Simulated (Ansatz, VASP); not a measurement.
# Bi in VASP and in Ansatz

```
CELL_PARAMETERS angstrom
4.20900 0.00000 0.00000
-2.10450 3.64510 0.00000
0.00000 0.00000 28.00000
ATOMIC_POSITIONS crystal
Bi 0.33333 0.66667 0.51320
Bi 0.66667 0.33333 0.48680
```

Alike in both runs: task single point; functional PBE; k mesh 9 × 9 × 1; occupations gaussian, width 0.02 eV; no spin polarisation.

```csv
,VASP,Ansatz
version,VASP 6.6.1,Ansatz 0.2.0
potentials or method,"VASP PAW PBE potentials, release 64 (Bi_d), cutoff 520 eV","scalar-relativistic, plane waves, PAW"
valence electrons in the cell,30,30
```

```csv
,VASP,Ansatz,Ansatz less VASP
gap on the k mesh at the Fermi level (eV),none,none,-
rms of the force components (eV/Å),3.491,3.512,+0.0215
```

Atom by atom the forces differ by 0.021 eV/Å (rms over components). A gap of «none» marks a metal or a gap that the smearing closes. Ansatz's warnings: xc potential rough in thin density.

Neither program's run includes spin-orbit coupling.
